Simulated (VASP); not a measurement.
# Ca (I4/mmm) in VASP: a series of runs, part 2 of 2

VASP 6.6.1. The steps go on from the part before.

**5. Relaxation of cell and atoms, PBE, target pressure 25 GPa, at which the enthalpy is minimised**

This run uses another cell than the first one, of 26.21 Å³/atom, 0.812 times its volume.

Input file INCAR:

```
PREC     = Accurate       # precision mode
ENCUT    = 600            # plane-wave cutoff, eV
EDIFF    = 1E-6           # SCF threshold, eV
ISMEAR   = 0              # smearing method
SIGMA    = 0.1            # smearing width, eV
LREAL    = False          # projectors in reciprocal space
LASPH    = True           # aspherical terms in the spheres
NELM     = 100            # most SCF steps
ALGO     = Normal         # electronic algorithm
ISIF     = 3              # what is computed and relaxed
LWAVE    = False          # write WAVECAR
LCHARG   = False          # write CHGCAR
GGA      = PE             # functional
IBRION   = 2              # ionic algorithm
NSW      = 70             # ionic steps
EDIFFG   = -0.008         # ionic threshold
PSTRESS  = 250.0
```

Input file KPOINTS:

```
regular mesh
0
Gamma
  16 16 16
```

Input file POSCAR:

```
Ca
1.0
   -1.8737767161      1.8737767161      1.8663728238
    1.8737767161     -1.8737767161      1.8663728238
    1.8737767161      1.8737767161     -1.8663728238
Ca
1
Direct
    0.5000000000      0.5000000000      0.0000000000
```

The run is started by

```console
$ cat potpaw_PBE.64/Ca_sv/POTCAR > POTCAR
$ mpirun -np 1 vasp_std > vasp.out
```

Wall time 5.7 min (1 thread of AMD EPYC 7R43 (Zen 3), shared host); peak memory 0.23 GiB.

The run converged. Its results:

```
Free energy                                            : -0.9434 eV
Relaxed volume                                         : 23.18 Å³/atom
Relaxed cell                                           : a = 3.111 Å, b = 3.111 Å, c = 3.111 Å, α = 109.38°, β = 109.38°, γ = 109.65°
Space group after relaxing (to 0.05 Å)                 : Im-3m (No. 229)
Energy change on relaxing (the enthalpy is what falls) : +386.9 meV/atom
Ionic steps                                            : 6
Pressure after relaxing                                : 25.0 GPa
Band gap on the k mesh                                 : zero (band 5 reaches 5.61 eV, above the bottom of band 6 at 3.95 eV)
```

The path:
```tsv
step	energy change (eV)	largest force (eV/Å)	pressure (GPa)	volume (Å³)
1	0.0000	0.0000	16.44	26.21
2	0.7298	0.0000	32.27	21.25
3	0.3850	0.0000	24.95	23.19
4	0.3941	0.0000	25.15	23.13
5	0.3837	0.0000	24.92	23.20
6	0.3869	0.0000	24.99	23.18
```

Final structure:
```xyz
1
Lattice="-1.7982 1.7982 1.7922 1.7982 -1.7982 1.7922 1.7982 1.7982 -1.7922" Properties=species:S:1:pos:R:3 pbc="T T T"
Ca    0.0000    0.0000    1.7922
```

Levels at points of the mesh, in eV from the Fermi level:
| k point | band 2 | band 3 | band 4 | band 5 | band 6 | band 7 | band 8 | band 9 |
| --- | --- | --- | --- | --- | --- | --- | --- | --- |
| (0.00, 0.00, 0.00) | -21.33 | -21.33 | -21.33 | -4.68 | 3.18 | 3.21 | 3.21 | 5.05 |
| (0.50, 0.00, 0.00) | -22.33 | -21.62 | -21.35 | -1.28 | 1.40 | 1.59 | 5.17 | 5.72 |
| (0.50, 0.50, 0.00) | -22.33 | -21.62 | -21.34 | -1.28 | 1.43 | 1.57 | 5.14 | 5.70 |
| (0.50, 0.50, 0.50) | -21.98 | -21.98 | -21.98 | -0.92 | -0.91 | 6.80 | 6.80 | 6.80 |

Caveat: the cell is relaxed towards a set pressure, so the enthalpy falls and the energy may rise.

**6. Single point, PBE**

This run uses another cell than the first one, of 17.97 Å³/atom, 0.557 times its volume.

Input file INCAR:

```
PREC = Accurate
ENCUT = 520
EDIFF = 1E-7
ISMEAR = 0
SIGMA = 0.1
LREAL = F
LASPH = T
NELM = 80
ALGO = Fast
ISIF = 2
LWAVE = F
LCHARG = F
GGA = PE
NBANDS = 11
```

KPOINTS is that of step 5.

Input file POSCAR:

```
Ca
1.0
   -1.6504509777      1.6504509777      1.6494575647
    1.6504509777     -1.6504509777      1.6494575647
    1.6504509777      1.6504509777     -1.6494575647
Ca
1
Direct
    0.5000000000      0.5000000000      0.0000000000
```

Potentials or basis: VASP PAW PBE potentials, release 64 (Ca_sv).

The run is started by

```console
$ cat potpaw_PBE.64/Ca_sv/POTCAR > POTCAR
$ mpirun -np 1 vasp_std > vasp.out
```

OUTCAR:

```text
PREC = Accurate
   ENCUT = 520
   EDIFF = 1E-7
   ISMEAR = 0
   LREAL = F
   LASPH = T
   NELM = 80
   ISIF = 2
   GGA = PE

 ion  position               nearest neighbor table
   1  0.500  0.500  0.000-

  LATTYP: Found a body centered tetragonal cell.
 ALAT       =     3.3009019554
 C/A-ratio  =     0.9993980960

  Lattice vectors:

 A1 = (  -1.6504509777,   1.6504509777,   1.6494575647)
 A2 = (   1.6504509777,  -1.6504509777,   1.6494575647)
 A3 = (   1.6504509777,   1.6504509777,  -1.6494575647)

Analysis of symmetry for initial positions (statically):
=====================================================================
 Subroutine PRICEL returns:
 Original cell was already a primitive cell.

 Routine SETGRP: Setting up the symmetry group for a
 body centered tetragonal supercell.

 Subroutine GETGRP returns: Found 16 space group operations
 (whereof 16 operations were pure point group operations)
 out of a pool of 16 trial point group operations.

The static configuration has the point symmetry D_4h.

Analysis of symmetry for dynamics (positions and initial velocities):
=====================================================================
 Subroutine PRICEL returns:
 Original cell was already a primitive cell.

 Routine SETGRP: Setting up the symmetry group for a
 body centered tetragonal supercell.

 Subroutine GETGRP returns: Found 16 space group operations
 (whereof 16 operations were pure point group operations)
 out of a pool of 16 trial point group operations.

The dynamic configuration has the point symmetry D_4h.

 Subroutine INISYM returns: Found 16 space group operations
 (whereof 16 operations are pure point group operations),
 and found     1 'primitive' translations

----------------------------------------------------------------------------------------

                                     Primitive cell

  volume of cell :      17.9724

  direct lattice vectors                    reciprocal lattice vectors
    -1.650450978  1.650450978  1.649457565     0.000000000  0.302947501  0.303129957
     1.650450978 -1.650450978  1.649457565     0.302947501  0.000000000  0.303129957
     1.650450978  1.650450978 -1.649457565     0.302947501  0.302947501  0.000000000

  length of vectors
     2.858091517  2.858091517  2.858091517     0.428561500  0.428561500  0.428432465

  position of ions in fractional coordinates (direct lattice)
     0.500000000  0.500000000  0.000000000

  ion indices of the primitive-cell ions
   primitive index   ion index
                 1           1

----------------------------------------------------------------------------------------

 KPOINTS: regular mesh

Automatic generation of k-mesh.
 Grid dimensions read from file:
 generate k-points for:   16   16   16

 Generating k-lattice:

  Cartesian coordinates                     Fractional coordinates (reciprocal lattice)
     0.000000000  0.018934219  0.018945622     0.062500000  0.000000000  0.000000000
     0.018934219  0.000000000  0.018945622     0.000000000  0.062500000  0.000000000
     0.018934219  0.018934219  0.000000000     0.000000000  0.000000000  0.062500000

  Length of vectors
     0.026785094  0.026785094  0.026777029

  Shift w.r.t. Gamma in fractional coordinates (k-lattice)
     0.000000000  0.000000000  0.000000000

 Subroutine IBZKPT returns following result:
 ===========================================

 Found    349 irreducible k-points:

 Following reciprocal coordinates:
            Coordinates               Weight
  0.000000  0.000000  0.000000      1.000000
  0.062500  0.000000  0.000000      8.000000
  0.125000  0.000000  0.000000      8.000000
  0.187500  0.000000  0.000000      8.000000
  0.250000  0.000000  0.000000      8.000000
  0.312500 -0.000000  0.000000      8.000000
[... 16 lines left out ...]
 -0.125000  0.062500  0.000000     16.000000
 -0.062500  0.062500  0.000000      4.000000
 [... further k-points ...]
   k-points           NKPTS =    349   k-points in BZ     NKDIM =    349   number of bands    NBANDS=     11
   number of dos      NEDOS =    301   number of ions     NIONS =      1
   total plane-waves  NPLWV =  13824
   dimension x,y,z NGX =    24 NGY =   24 NGZ =   24
   dimension x,y,z NGXF=    48 NGYF=   48 NGZF=   48
   ions per type =               1
   NGX,Y,Z   is equivalent  to a cutoff of  13.96, 13.96, 13.96 a.u.
   NGXF,Y,Z  is equivalent  to a cutoff of  27.92, 27.92, 27.92 a.u.
 SYSTEM =  unknown system
   PREC   = accura    normal or accurate (medium, high low for compatibility)
   ISTART =      0    job   : 0-new  1-cont  2-samecut
   ICHARG =      2    charge: 1-file 2-atom 10-const
   ISPIN  =      1    spin polarized calculation?
   LNONCOLLINEAR =      F non collinear calculations
   LSORBIT =      F    spin-orbit coupling
   LASPH  =      T    aspherical Exc in radial PAW
   ENCUT  =  520.0 eV  38.22 Ry    6.18 a.u.   5.31  5.31  5.31*2*pi/ulx,y,z
   NELM   =     80;   NELMIN=  2; NELMDL= -5     # of ELM steps
   EDIFF  = 0.1E-06   stopping-criterion for ELM
   LREAL  =      F    real-space projection
   EDIFFG = 0.1E-05   stopping-criterion for IOM
   NSW    =      0    number of steps for IOM
   IBRION =     -1    ionic relax: 0-MD 1-quasi-New 2-CG
   NFREE  =      0    steps in history (QN), initial steepest desc. (CG)
   ISIF   =      2    stress and relaxation
   ISYM   =      2    0-nonsym 1-usesym 2-fastsym
   POTIM  = 0.5000    time-step for ionic-motion
   TEBEG  =    0.0;   TEEND  =   0.0 temperature during run
   PSTRESS=    0.0 pullay stress
   NELECT =      10.0000    total number of electrons
   NUPDOWN=      -1.0000    fix difference up-down
   EMIN   =  10.00;   EMAX   =-10.00  energy-range for DOS
   EFERMI =   0.00;   METHOD = LEGACY
   ISMEAR =     0;   SIGMA  =   0.10  broadening in eV -4-tet -1-fermi 0-gaus
   EFERMI_NEDOS =   21; number of points for ismear=-14 and -15
   IALGO  =     68    algorithm
   IMIX   =      4    mixing-type and parameters
     AMIX     =   0.40;   BMIX     =  1.00
     AMIX_MAG =   1.60;   BMIX_MAG =  1.00
  volume/ion in A,a.u.               =      17.97       121.28
  Fermi-wavevector in a.u.,A,eV,Ry     =   1.346499  2.544514 24.668172  1.813060
  Thomas-Fermi vector in A             =   2.474326
   LORBIT       =      0    0 simple, 1 ext, 2 COOP (PROOUT), +10 PAW based schemes
   GGA     = PE    functional components
   LHFCALC =     F    Hartree Fock is set to
   AEXX    =    0.0000 exact exchange contribution
   IVDW    =     0    specifies the selected vdW correction
   LEPSILON=     F    determine dielectric tensor
   LRPA    =     F    only Hartree local field effects (RPA)
 non-spin polarized calculation
 RMM-DIIS sequential band-by-band and
 Gauss-broadening in eV      SIGMA  =   0.10
  energy-cutoff  :      520.00
  volume of cell :       17.97
 maximum number of plane-waves:       496
 NGX is ok and might be reduce to    24
   NGX = 11   NGY = 11   NGZ = 11

 number of electron      10.0000000 magnetization

 number of electron       9.9999999 magnetization

 Free energy of the ion-electron system (eV)
  ---------------------------------------------------
  ext. energy  EPLUGINS =         0.00000000
  ---------------------------------------------------
  free energy    TOTEN  =         0.23151660 eV

  energy without entropy =        0.23478476  energy(sigma->0) =        0.23315068

 E-fermi :   6.5415     XC(G=0): -10.9534

 val. band max:        6.5067632107   @ k =   0.5000   0.1875   0.1250
 cond. band min:       6.5551767343   @ k =  -0.3125  -0.4375   0.1250
 fundamental gap:      0.0484135237
 Fermi energy:         6.5415090641

 k-point     1 :       0.0000    0.0000    0.0000
  band No.  band energies     occupation
      1     -34.1707      2.00000
      2     -14.1323      2.00000
      3     -14.1323      2.00000
      4     -14.1323      2.00000
      5       2.0689      2.00000
      6       9.9602      0.00000
      7       9.9667      0.00000
      8       9.9667      0.00000
      9      12.3216      0.00000
     10      12.3305      0.00000
     11      22.3395      0.00000
[... 309 lines left out ...]
 k-point    24 :      -0.0625    0.0625    0.0000
  band No.  band energies     occupation
      1     -34.1535      2.00000
      2     -14.2178      2.00000
      3     -14.1548      2.00000
      4     -14.1339      2.00000
      5       2.2362      2.00000
      6       9.8516      0.00000
      7       9.9109      0.00000
      8      10.1118      0.00000
      9      12.1558      0.00000
     10      12.3293      0.00000
     11      22.4680      0.00000

 [... further k-points ...]

------------------------ aborting loop because EDIFF is reached ----------------------------------------

  FORCE on cell =-STRESS in cart. coord.  units (eV):
  Direction    XX          YY          ZZ          XY          YZ          ZX
  --------------------------------------------------------------------------------------
  -------------------------------------------------------------------------------------
  Total        5.6352894      5.6352894      5.6381671      0.0000000     -0.0000000      0.0000000
  in kB      502.3661991    502.3661991    502.6227354      0.0000000     -0.0000000      0.0000000
  external PRESSURE =     502.4517112 kB  Pullay stress =       0.0000000 kB

 VOLUME and BASIS-vectors are now :
 -----------------------------------------------------------------------------
  energy-cutoff  :      520.00
  volume of cell :       17.97
      direct lattice vectors                 reciprocal lattice vectors
    -1.650450978  1.650450978  1.649457565     0.000000000  0.302947501  0.303129957
     1.650450978 -1.650450978  1.649457565     0.302947501  0.000000000  0.303129957
     1.650450978  1.650450978 -1.649457565     0.302947501  0.302947501  0.000000000

 POSITION                                       TOTAL-FORCE (eV/Angst)
 -----------------------------------------------------------------------------------
      0.00000      0.00000      1.64946         0.000000     -0.000000      0.000000
 -----------------------------------------------------------------------------------
    total drift:                               -0.000000      0.000000      0.000000

  FREE ENERGIE OF THE ION-ELECTRON SYSTEM (eV)
  ---------------------------------------------------
  free  energy   TOTEN  =         0.2315165965 eV

  energy  without entropy=        0.2347847617  energy(sigma->0) =        0.23315068
```

OSZICAR:

```text
N       E                     dE             d eps       ncg     rms          rms(c)
DAV:   1     0.728958609248E+02    0.72896E+02   -0.57471E+03  7694   0.929E+02
DAV:   2     0.290691808153E+01   -0.69989E+02   -0.68440E+02  8164   0.237E+02
DAV:   3     0.360221472188E+00   -0.25467E+01   -0.25091E+01 10476   0.425E+01
[... 11 lines left out ...]
RMM:  15     0.231517170799E+00   -0.35657E-06   -0.24559E-06  9978   0.919E-03    0.251E-03
RMM:  16     0.231516915023E+00   -0.25578E-06   -0.91358E-07  8971   0.580E-03    0.183E-03
RMM:  17     0.231516562421E+00   -0.35260E-06   -0.35978E-07  8057   0.497E-03    0.101E-03
RMM:  18     0.231516684612E+00    0.12219E-06   -0.18367E-07  7226   0.309E-03    0.530E-04
RMM:  19     0.231516596540E+00   -0.88071E-07   -0.77524E-08  6294   0.187E-03
   1 F= 0.23151660E+00 E0= 0.23315068E+00  d E =-.326817E-02
```

stdout:

```text
POSCAR found type information on POSCAR Ca
 POSCAR found :  1 types and       1 ions
 scaLAPACK will be used
 LDA part: xc-table for (Slater+PW92), standard interpolation
 POSCAR, INCAR and KPOINTS ok, starting setup
 FFT: planning ... GRIDC
 FFT: planning ... GRID_SOFT
 FFT: planning ... GRID
 WAVECAR not read
 entering main loop
WARNING in EDDRMM: call to ZHEGV failed, returncode =   8  4      7
WARNING in EDDRMM: call to ZHEGV failed, returncode =   6  3      8
WARNING in EDDRMM: call to ZHEGV failed, returncode =   6  3      9
WARNING in EDDRMM: call to ZHEGV failed, returncode =   6  3     10
WARNING in EDDRMM: call to ZHEGV failed, returncode =   8  4     10
WARNING in EDDRMM: call to ZHEGV failed, returncode =   8  4     10
WARNING in EDDRMM: call to ZHEGV failed, returncode =   8  4      8
WARNING in EDDRMM: call to ZHEGV failed, returncode =   6  3      5
WARNING in EDDRMM: call to ZHEGV failed, returncode =   6  3      9
WARNING in EDDRMM: call to ZHEGV failed, returncode =   6  3      8
WARNING in EDDRMM: call to ZHEGV failed, returncode =   8  4      9
WARNING in EDDRMM: call to ZHEGV failed, returncode =   8  4     10
WARNING in EDDRMM: call to ZHEGV failed, returncode =   6  3      9
WARNING in EDDRMM: call to ZHEGV failed, returncode =   6  3     10
```

It took 37 s on 1 thread of Intel Xeon 6975P-C (Granite Rapids), shared host; peak memory 0.19 GiB.

What came out:

```yaml
Free_energy: 0.2315 eV
Pressure: 50.2 GPa
Band_gap_on_the_k_mesh: zero (band 5 reaches 7.65 eV, above the bottom of band 6 at 4.82 eV)
```

**7. Summary**

| task | cell | k mesh | cutoff (eV) | gap on the mesh (eV) | pressure (GPa) |
| --- | --- | --- | --- | --- | --- |
| relaxation of cell and atoms | relaxed to 12 GPa from a = 3.474 Å, angles 109.3, 109.3, 109.8°, 1 atom | 14 × 14 × 14 | 600 | none | 12.0 |
| relaxation of cell and atoms | relaxed to 90 GPa from a = 2.783 Å, angles 109.5°, 1 atom | 18 × 18 × 18 | 600 | none | 90.0 |
| relaxation of cell and atoms | relaxed to 4 GPa from a = 3.627 Å, angles 109.3, 109.3, 109.8°, 1 atom | 14 × 14 × 14 | 600 | none | 4.0 |
| relaxation of cell and atoms | relaxed to 25 GPa from a = 3.241 Å, angles 109.4, 109.4, 109.7°, 1 atom | 16 × 16 × 16 | 600 | none | 25.0 |
| single point | a = 2.858 Å, angles 109.5°, 1 atom | 16 × 16 × 16 | 520 | none | 50.2 |

Alike in all rows: level PBE; potentials or basis VASP PAW PBE potentials, release 64 (Ca_sv); no spin polarisation; smearing gaussian 0.1 eV.

Caveats: the cell is relaxed towards a set pressure, so the enthalpy falls and the energy may rise (some runs); the volume moved by over 15 % at a fixed basis, so the end points are rough (some runs).

Absolute energies hang on the potentials; compare differences alone.
